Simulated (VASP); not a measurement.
# La2O3 (P-3m1) in VASP: a series of runs

The runs below take La2O3 through single point, with PBEsol.

Program: VASP 6.6.1. These are calculated values, not measurements. Logs are shortened: lines on timing, memory, paths and dates and some standing lists are left out, and cuts for length are marked.

### Step 1. The cell of the first run

The structure is trigonal, space group P-3m1 (No. 164). Conventional cell: a = 3.795 Å, b = 3.795 Å, c = 5.901 Å, α = 90.00°, β = 90.00°, γ = 120.00°. La (site symmetry 3m) has 7 O at 2.28 to 2.63 Å within 3.0 Å. Within 3.0 Å of O (site symmetry 3m) lie 4 La at 2.28 to 2.36 Å and 3 O at 2.79 Å. Within 3.5 Å of O (site symmetry -3m) lie 6 La at 2.63 Å and 6 O at 3.03 Å.

### Step 2. Single point, PBEsol

INCAR reads:

```
PREC = Accurate
ENCUT = 520
EDIFF = 1E-7
ISMEAR = 0
SIGMA = 0.01
LREAL = False
LASPH = True
NELM = 100
ALGO = Normal
ISIF = 2
LWAVE = False
LCHARG = False
GGA = PS
NBANDS = 28
```

KPOINTS reads:

```
regular mesh
0
Gamma
  6 6 4
```

POSCAR reads:

```
La2O3
1.0
    3.7951244322      0.0000000000      0.0000000000
   -1.8975622161      3.2866735851      0.0000000000
    0.0000000000      0.0000000000      5.9010267062
La O
2 3
Direct
    0.6666666667      0.3333333333      0.7537640000
    0.3333333333      0.6666666667      0.2462360000
    0.6666666667      0.3333333333      0.3541090000
    0.3333333333      0.6666666667      0.6458910000
    0.0000000000      0.0000000000      0.0000000000
```

Potentials or basis: VASP PAW PBE potentials, release 64 (La, O).

The run is started by

```console
> cat potpaw_PBE.64/La/POTCAR potpaw_PBE.64/O/POTCAR > POTCAR
> mpirun -np 1 vasp_std > vasp.out
```

OUTCAR:

```text
PREC = Accurate
   ENCUT = 520
   EDIFF = 1E-7
   ISMEAR = 0
   LREAL = False
   LASPH = True
   NELM = 100
   ISIF = 2
   GGA = PS

 ion  position               nearest neighbor table
   1  0.667  0.333  0.754-   4 2.28   4 2.28   4 2.28   3 2.36   5 2.63   5 2.63   5 2.63   2 3.64
                             2 3.64   2 3.64
   2  0.333  0.667  0.246-   3 2.28   3 2.28   3 2.28   4 2.36   5 2.63   5 2.63   5 2.63   1 3.64
                             1 3.64   1 3.64
   3  0.667  0.333  0.354-   2 2.28   2 2.28   2 2.28   1 2.36
   4  0.333  0.667  0.646-   1 2.28   1 2.28   1 2.28   2 2.36
   5  0.000  0.000  0.000-   2 2.63   1 2.63   2 2.63   1 2.63   1 2.63   2 2.63

  LATTYP: Found a hexagonal cell.
 ALAT       =     3.7951244322
 C/A-ratio  =     1.5548967660

  Lattice vectors:

 A1 = (   3.7951244322,   0.0000000000,   0.0000000000)
 A2 = (  -1.8975622161,   3.2866735851,   0.0000000000)
 A3 = (   0.0000000000,   0.0000000000,   5.9010267062)

Analysis of symmetry for initial positions (statically):
=====================================================================
 Subroutine PRICEL returns:
 Original cell was already a primitive cell.

 Routine SETGRP: Setting up the symmetry group for a
 hexagonal supercell.

 Subroutine GETGRP returns: Found 12 space group operations
 (whereof 12 operations were pure point group operations)
 out of a pool of 24 trial point group operations.

The static configuration has the point symmetry D_3d.

Analysis of symmetry for dynamics (positions and initial velocities):
=====================================================================
 Subroutine PRICEL returns:
 Original cell was already a primitive cell.

 Routine SETGRP: Setting up the symmetry group for a
 hexagonal supercell.

 Subroutine GETGRP returns: Found 12 space group operations
 (whereof 12 operations were pure point group operations)
 out of a pool of 24 trial point group operations.

The dynamic configuration has the point symmetry D_3d.

 Subroutine INISYM returns: Found 12 space group operations
 (whereof 12 operations are pure point group operations),
 and found     1 'primitive' translations

----------------------------------------------------------------------------------------

                                     Primitive cell

  volume of cell :      73.6055

  direct lattice vectors                    reciprocal lattice vectors
     3.795124432  0.000000000  0.000000000     0.263495972  0.152129497  0.000000000
    -1.897562216  3.286673585  0.000000000     0.000000000  0.304258994  0.000000000
     0.000000000  0.000000000  5.901026706     0.000000000  0.000000000  0.169462036

  length of vectors
     3.795124432  3.795123927  5.901026706     0.304258954  0.304258994  0.169462036

  position of ions in fractional coordinates (direct lattice)
     0.666666667  0.333333333  0.753764000
     0.333333333  0.666666667  0.246236000
     0.666666667  0.333333333  0.354109000
     0.333333333  0.666666667  0.645891000
     0.000000000  0.000000000  0.000000000

  ion indices of the primitive-cell ions
   primitive index   ion index
                 1           1
                 2           2
                 3           3
                 4           4
                 5           5

----------------------------------------------------------------------------------------

 KPOINTS: regular mesh

Automatic generation of k-mesh.
 Grid dimensions read from file:
 generate k-points for:    6    6    4

 Generating k-lattice:

  Cartesian coordinates                     Fractional coordinates (reciprocal lattice)
     0.043915995  0.025354916  0.000000000     0.166666667  0.000000000  0.000000000
     0.000000000  0.050709832  0.000000000     0.000000000  0.166666667  0.000000000
     0.000000000  0.000000000  0.042365509     0.000000000  0.000000000  0.250000000

  Length of vectors
     0.050709826  0.050709832  0.042365509

  Shift w.r.t. Gamma in fractional coordinates (k-lattice)
     0.000000000  0.000000000  0.000000000

 Subroutine IBZKPT returns following result:
 ===========================================

 Found     24 irreducible k-points:

 Following reciprocal coordinates:
            Coordinates               Weight
  0.000000  0.000000  0.000000      1.000000
  0.166667 -0.000000  0.000000      6.000000
  0.333333 -0.000000  0.000000      6.000000
  0.500000 -0.000000  0.000000      3.000000
  0.166667  0.166667  0.000000      6.000000
  0.333333  0.166667  0.000000     12.000000
[... 16 lines left out ...]
  0.333333  0.166667  0.500000     12.000000
  0.333333  0.333333  0.500000      2.000000
   k-points           NKPTS =     24   k-points in BZ     NKDIM =     24   number of bands    NBANDS=     28
   number of dos      NEDOS =    301   number of ions     NIONS =      5
   total plane-waves  NPLWV =  37632
   dimension x,y,z NGX =    28 NGY =   28 NGZ =   48
   dimension x,y,z NGXF=    56 NGYF=   56 NGZF=   96
   ions per type =               2   3
   NGX,Y,Z   is equivalent  to a cutoff of  12.27, 12.27, 13.52 a.u.
   NGXF,Y,Z  is equivalent  to a cutoff of  24.53, 24.53, 27.05 a.u.
 SYSTEM =  unknown system
   PREC   = accura    normal or accurate (medium, high low for compatibility)
   ISTART =      0    job   : 0-new  1-cont  2-samecut
   ICHARG =      2    charge: 1-file 2-atom 10-const
   ISPIN  =      1    spin polarized calculation?
   LNONCOLLINEAR =      F non collinear calculations
   LSORBIT =      F    spin-orbit coupling
   LASPH  =      T    aspherical Exc in radial PAW
   ENCUT  =  520.0 eV  38.22 Ry    6.18 a.u.   7.06  7.06 10.97*2*pi/ulx,y,z
   NELM   =    100;   NELMIN=  2; NELMDL= -5     # of ELM steps
   EDIFF  = 0.1E-06   stopping-criterion for ELM
   LREAL  =      F    real-space projection
   EDIFFG = 0.1E-05   stopping-criterion for IOM
   NSW    =      0    number of steps for IOM
   IBRION =     -1    ionic relax: 0-MD 1-quasi-New 2-CG
   NFREE  =      0    steps in history (QN), initial steepest desc. (CG)
   ISIF   =      2    stress and relaxation
   ISYM   =      2    0-nonsym 1-usesym 2-fastsym
   POTIM  = 0.5000    time-step for ionic-motion
   TEBEG  =    0.0;   TEEND  =   0.0 temperature during run
   PSTRESS=    0.0 pullay stress
   NELECT =      40.0000    total number of electrons
   NUPDOWN=      -1.0000    fix difference up-down
   EMIN   =  10.00;   EMAX   =-10.00  energy-range for DOS
   EFERMI =   0.00;   METHOD = LEGACY
   ISMEAR =     0;   SIGMA  =   0.01  broadening in eV -4-tet -1-fermi 0-gaus
   EFERMI_NEDOS =   21; number of points for ismear=-14 and -15
   IALGO  =     38    algorithm
   IMIX   =      4    mixing-type and parameters
     AMIX     =   0.40;   BMIX     =  1.00
     AMIX_MAG =   1.60;   BMIX_MAG =  1.00
  volume/ion in A,a.u.               =      14.72        99.34
  Fermi-wavevector in a.u.,A,eV,Ry     =   1.335954  2.524587 24.283305  1.784773
  Thomas-Fermi vector in A             =   2.464618
   LORBIT       =      0    0 simple, 1 ext, 2 COOP (PROOUT), +10 PAW based schemes
   GGA     = PS    functional components
   LHFCALC =     F    Hartree Fock is set to
   AEXX    =    0.0000 exact exchange contribution
   IVDW    =     0    specifies the selected vdW correction
   LEPSILON=     F    determine dielectric tensor
   LRPA    =     F    only Hartree local field effects (RPA)
 non-spin polarized calculation
 Gauss-broadening in eV      SIGMA  =   0.01
  energy-cutoff  :      520.00
  volume of cell :       73.61
 maximum number of plane-waves:      1996
   NGX = 15   NGY = 15   NGZ = 21

 number of electron      39.9999993 magnetization

 Free energy of the ion-electron system (eV)
  ---------------------------------------------------
  ext. energy  EPLUGINS =         0.00000000
  ---------------------------------------------------
  free energy    TOTEN  =       -43.45122555 eV

  energy without entropy =      -43.45122555  energy(sigma->0) =      -43.45122555

 E-fermi :   7.0738     XC(G=0): -11.2522

 val. band max:        6.9660788403   @ k =   0.3333   0.1667   0.5000
 cond. band min:      10.7089927343   @ k =   0.3333   0.3333   0.0000
 fundamental gap:      3.7429138940
 Fermi energy:         7.0737712396

 k-point     1 :       0.0000    0.0000    0.0000
  band No.  band energies     occupation
      1     -22.5708      2.00000
      2     -22.1650      2.00000
      3     -10.4516      2.00000
      4      -9.0038      2.00000
      5      -8.4039      2.00000
      6      -5.9819      2.00000
[... 20 lines left out ...]
     27      12.9310      0.00000
     28      13.2643      0.00000

 k-point     2 :       0.1667   -0.0000    0.0000
  band No.  band energies     occupation
      1     -22.4945      2.00000
      2     -22.1332      2.00000
      3     -10.4426      2.00000
      4      -9.5613      2.00000
      5      -8.8159      2.00000
      6      -6.1394      2.00000
[... 20 lines left out ...]
     27      13.1015      0.00000
     28      13.1576      0.00000

 k-point     3 :       0.3333   -0.0000    0.0000
  band No.  band energies     occupation
      1     -22.3217      2.00000
      2     -22.0827      2.00000
      3     -10.6638      2.00000
      4     -10.4427      2.00000
      5      -8.9348      2.00000
      6      -6.4061      2.00000
[... 20 lines left out ...]
     27      12.9969      0.00000
     28      13.0522      0.00000

 k-point     4 :       0.5000   -0.0000    0.0000
  band No.  band energies     occupation
      1     -22.2104      2.00000
      2     -22.0783      2.00000
      3     -10.8542      2.00000
      4     -10.8300      2.00000
      5      -8.7059      2.00000
      6      -6.8464      2.00000
[... 578 lines left out ...]
     27      12.9688      0.00000
     28      13.0819      0.00000

 k-point    23 :       0.3333    0.1667    0.5000
  band No.  band energies     occupation
      1     -22.1569      2.00000
      2     -22.1309      2.00000
      3     -10.9884      2.00000
      4     -10.7838      2.00000
      5      -8.8247      2.00000
      6      -6.5810      2.00000
[... 20 lines left out ...]
     27      12.9704      0.00000
     28      12.9892      0.00000

 k-point    24 :       0.3333    0.3333    0.5000
  band No.  band energies     occupation
      1     -22.1138      2.00000
      2     -22.1138      2.00000
      3     -10.9503      2.00000
      4     -10.9503      2.00000
      5      -9.1353      2.00000
      6      -6.8679      2.00000
[... 20 lines left out ...]
     27      12.9479      0.00000
     28      13.0202      0.00000

------------------------ aborting loop because EDIFF is reached ----------------------------------------

  FORCE on cell =-STRESS in cart. coord.  units (eV):
  Direction    XX          YY          ZZ          XY          YZ          ZX
  --------------------------------------------------------------------------------------
  -------------------------------------------------------------------------------------
  Total        6.9464589      6.9464564      5.1607516     -0.0000000      0.0000000      0.0000000
  in kB      151.2042076    151.2041539    112.3345532     -0.0000000      0.0000000      0.0000000
  external PRESSURE =     138.2476382 kB  Pullay stress =       0.0000000 kB

 VOLUME and BASIS-vectors are now :
 -----------------------------------------------------------------------------
  energy-cutoff  :      520.00
  volume of cell :       73.61
      direct lattice vectors                 reciprocal lattice vectors
     3.795124432  0.000000000  0.000000000     0.263495972  0.152129497  0.000000000
    -1.897562216  3.286673585  0.000000000     0.000000000  0.304258994  0.000000000
     0.000000000  0.000000000  5.901026706     0.000000000  0.000000000  0.169462036

 POSITION                                       TOTAL-FORCE (eV/Angst)
 -----------------------------------------------------------------------------------
      1.89756      1.09556      4.44798         0.000000      0.000000      0.807414
     -0.00000      2.19112      1.45305        -0.000000     -0.000000     -0.807414
      1.89756      1.09556      2.08961        -0.000000      0.000000      0.139817
     -0.00000      2.19112      3.81142         0.000000     -0.000000     -0.139817
      0.00000      0.00000      0.00000         0.000000      0.000000      0.000000
 -----------------------------------------------------------------------------------
    total drift:                                0.000000      0.000000     -0.000000

  FREE ENERGIE OF THE ION-ELECTRON SYSTEM (eV)
  ---------------------------------------------------
  free  energy   TOTEN  =       -43.4512255525 eV

  energy  without entropy=      -43.4512255525  energy(sigma->0) =      -43.45122555
```

Run time: 1.8 min. Hardware: 1 thread of AMD EPYC 7R43 (Zen 3), shared host; peak memory 0.17 GiB.

What came out:

| Item | Value |
| --- | --- |
| Free energy | -43.4512 eV |
| Pressure | 13.8 GPa |
| Largest force | 0.807 eV/Å |
| Band gap on the k mesh | 3.74 eV, indirect (the least direct gap lies 2.5 meV higher) |

Forces in eV/Å, atoms in the order of the input:
```
La   0.000  0.000  0.807
La   0.000  0.000 -0.807
O    0.000  0.000  0.140
O    0.000  0.000 -0.140
O    0.000  0.000  0.000
```

Stress tensor (GPa, compression positive):
```
15.12  0.00  0.00
 0.00 15.12  0.00
 0.00  0.00 11.23
```

Caveat: the PAW data sets were made with another functional, which shifts forces and pressure a little; spin-orbit coupling is left out, which moves the levels of the heavy elements. A k mesh can miss the band edges.

### Step 3. Single point, PBEsol

This run uses another cell than the first one, of 15.13 Å³/atom, 1.028 times its volume.

INCAR reads:

```
ALGO = Normal
EDIFF = 1E-6
ENCUT = 520
GGA = PS
ISIF = 2
ISMEAR = 0
LASPH = True
LCHARG = False
LREAL = False
LWAVE = False
NBANDS = 28
NELM = 100
PREC = Accurate
SIGMA = 0.01
```

KPOINTS reads:

```
k-points
0
Gamma
  6 6 4
```

Changes to POSCAR since step 2:

```diff
@@ -2,5 +2,5 @@
 1.0
-    3.7951244322      0.0000000000      0.0000000000
-   -1.8975622161      3.2866735851      0.0000000000
-    0.0000000000      0.0000000000      5.9010267062
+    3.8299440326      0.0000000000      0.0000000000
+   -1.9149720163      3.3168282381      0.0000000000
+    0.0000000000      0.0000000000      5.9551675901
 La O
```

Potentials or basis: VASP PAW PBE potentials, release 64 (La, O).

The run is started by

```console
> cat potpaw_PBE.64/La/POTCAR potpaw_PBE.64/O/POTCAR > POTCAR
> mpirun -np 1 vasp_std > vasp.out
```

It took 1.8 min on 1 thread of AMD EPYC 7R43 (Zen 3), shared host; peak memory 0.18 GiB.

Results (log left out):

```
Free energy            : -43.5961 eV
Pressure               : 8.6 GPa
Largest force          : 0.547 eV/Å
Band gap on the k mesh : 3.77 eV, indirect (least direct gap 3.79 eV)
```

Forces in eV/Å, atoms in the order of the input:
```
La   0.000  0.000  0.547
La   0.000  0.000 -0.547
O    0.000  0.000  0.101
O    0.000  0.000 -0.101
O    0.000  0.000  0.000
```

Stress tensor (GPa, compression positive):
```
9.51 0.00 0.00
0.00 9.51 0.00
0.00 0.00 6.91
```

Levels at points of the mesh, in eV from the valence-band top:
```
           k point  band 16  band 17  band 18  band 19  band 20  band 21  band 22  band 23  band 24  band 25
(0.00, 0.00, 0.00)    -2.31    -1.91    -0.51    -0.51    -0.25     4.40     4.71     4.71     5.55     5.83
(0.50, 0.00, 0.00)    -0.84    -0.78    -0.74    -0.38    -0.37     3.87     4.93     5.56     5.58     5.72
(0.00, 0.00, 0.50)    -2.21    -1.18    -0.98    -0.36    -0.36     4.91     4.95     4.95     5.25     5.83
(0.50, 0.00, 0.50)    -1.07    -1.00    -0.84    -0.37     0.00     4.58     4.74     5.42     5.62     5.70
```

Caveat: the PAW data sets were made with another functional, which shifts forces and pressure a little; spin-orbit coupling is left out, which moves the levels of the heavy elements. A k mesh can miss the band edges.

### Step 4. Single point, PBEsol

This run uses another cell than the first one, of 15.54 Å³/atom, 1.056 times its volume.

INCAR reads:

```
SYSTEM = La2O3
PREC = Accurate ; ENCUT = 520
EDIFF = 1E-6 ; ISMEAR = 0
SIGMA = 0.01 ; LREAL = .FALSE.
LASPH = .TRUE. ; NELM = 100
ALGO = Normal ; ISIF = 2
LWAVE = .FALSE. ; LCHARG = .FALSE.
GGA = PS ; NBANDS = 28
```

KPOINTS reads:

```
regular mesh
0
G
  6 6 4
  0 0 0
```

Changes to POSCAR since step 3:

```diff
@@ -2,5 +2,5 @@
 1.0
-    3.8299440326      0.0000000000      0.0000000000
-   -1.9149720163      3.3168282381      0.0000000000
-    0.0000000000      0.0000000000      5.9551675901
+    3.8641417709      0.0000000000      0.0000000000
+   -1.9320708855      3.3464443430      0.0000000000
+    0.0000000000      0.0000000000      6.0083415429
 La O
```

The run is started by

```console
> cat potpaw_PBE.64/La/POTCAR potpaw_PBE.64/O/POTCAR > POTCAR
> mpirun -np 1 vasp_std > vasp.out
```

Run time: 1.9 min. Hardware: 1 thread of AMD EPYC 7R43 (Zen 3), shared host; peak memory 0.19 GiB.

It converged, with:

```yaml
Free_energy: -43.6791 eV
Pressure: 4.1 GPa
Largest_force: 0.310 eV/Å
Band_gap_on_the_k_mesh: 3.78 eV, indirect (least direct gap 3.83 eV)
```

Forces on the atoms (eV/Å):
```
La   0.000  0.000  0.310
La   0.000  0.000 -0.310
O    0.000  0.000  0.066
O    0.000  0.000 -0.066
O    0.000  0.000  0.000
```

Stress tensor (GPa, compression positive):
```
4.63 0.00 0.00
0.00 4.63 0.00
0.00 0.00 3.16
```

Levels at points of the mesh, in eV from the valence-band top:
```csv
k point,band 18,band 19,band 20,band 21,band 22,band 23
"(0.00, 0.00, 0.00)",-0.46,-0.46,-0.20,4.35,4.67,4.67
"(0.50, 0.00, 0.00)",-0.71,-0.40,-0.35,3.85,4.87,5.45
"(0.00, 0.00, 0.50)",-0.92,-0.33,-0.33,4.85,4.88,4.88
"(0.50, 0.00, 0.50)",-0.81,-0.37,0.00,4.52,4.70,5.32
```

Caveat: the PAW data sets were made with another functional, which shifts forces and pressure a little; spin-orbit coupling is left out, which moves the levels of the heavy elements.

### Step 5. Summary

| cell | gap on the mesh (eV) | pressure (GPa) | largest force (eV/Å) |
| --- | --- | --- | --- |
| a = 3.795, b = 3.795, c = 5.901 Å, angles 90.0, 90.0, 120.0°, 5 atoms | 3.74 | 13.8 | 0.81 |
| a = 3.830, b = 3.830, c = 5.955 Å, angles 90.0, 90.0, 120.0°, 5 atoms | 3.77 | 8.6 | 0.55 |
| a = 3.864, b = 3.864, c = 6.008 Å, angles 90.0, 90.0, 120.0°, 5 atoms | 3.78 | 4.1 | 0.31 |

Alike in all rows: task single point; level PBEsol; potentials or basis VASP PAW PBE potentials, release 64 (La, O); no spin polarisation; k mesh 6 × 6 × 4; cutoff (eV) 520; smearing gaussian 0.01 eV.

Caveats: the PAW data sets were made with another functional, which shifts forces and pressure a little; spin-orbit coupling is left out, which moves the levels of the heavy elements.

Total energies depend on the potentials used, so only differences within one code and one set of settings carry meaning.
